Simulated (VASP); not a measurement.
Here is a VASP 6.6.1 calculation.

The input INCAR:

```
SYSTEM = Si9C3N8
PREC = Accurate
ENCUT = 520
EDIFF = 1E-6
ISMEAR = -1
SIGMA = 0.3447
LREAL = Auto
LASPH = .True.
NELM = 120
ALGO = Normal
ISIF = 2
LWAVE = .False.
LCHARG = .True.
GGA = PE
LELF = .True.
LVHAR = .True.
ISYM = -1
NBANDS = 60
GGA_COMPAT = .False.
```

The input KPOINTS:

```
explicit points
1
Reciprocal
  0.25000000   0.25000000   0.25000000 1
```

Contents of POSCAR:

```
Si9C3N8
1.0
    6.5417270000     -0.1058040000     -0.0528750000
   -0.1058040000      5.8803450000     -0.0308140000
   -0.0528750000     -0.0308140000      6.2531300000
Si C N
9 3 8
Direct
    0.6863307950      0.7378769139      0.9193638514
    0.6612532938      0.0195499425      0.4999728424
    0.0074351692      0.8712370212     -0.1223927166
    0.2872725535      0.0170979448      0.2699496720
    0.3713073681      0.5323813553      0.1615576001
    0.2665321564      0.6986975357      0.6094110555
    0.5649955401      0.3861281369      0.6058567936
   -0.0031239687      0.1310844883      0.5058266912
    0.8377996272      0.5569788498      0.2830610273
    0.2201070051      0.7747663940      1.1148662845
    1.1599722219      0.2882180203      0.7074606927
    0.8532273710      0.2562668067     -0.0281895622
    0.2776753860      0.4047092854      0.8355311337
    0.3700065426      0.5071155071      0.4201974616
    0.4183506832      0.2415113959      0.1226115920
    0.0512753200      0.8855791142      0.6088006194
    0.5199905939     -0.1661314048      0.7222671413
    0.9712140400      0.1256092880      0.0492509298
    0.7140948111      0.3940796332      0.8385835466
    0.6249789994      0.7114521028      0.2133620203
```

Potentials or basis: VASP PAW PBE potentials, release 64 (Si, C, N).

Launch:

```bash
$ cat potpaw_PBE.64/Si/POTCAR potpaw_PBE.64/C/POTCAR potpaw_PBE.64/N/POTCAR > POTCAR
$ mpirun -np 1 vasp_std > vasp.out
```

Problem. What does it give for the largest force?

Solution. 8.442 eV/Å.

Problem. Predict the pressure.

Solution. 2.2 GPa.

Stress tensor (GPa, compression positive):
```
-2.21  2.14 -4.74
 2.14  2.21  1.36
-4.74  1.36  6.57
```

Caveat: the atoms stand as in a frame of molecular dynamics.
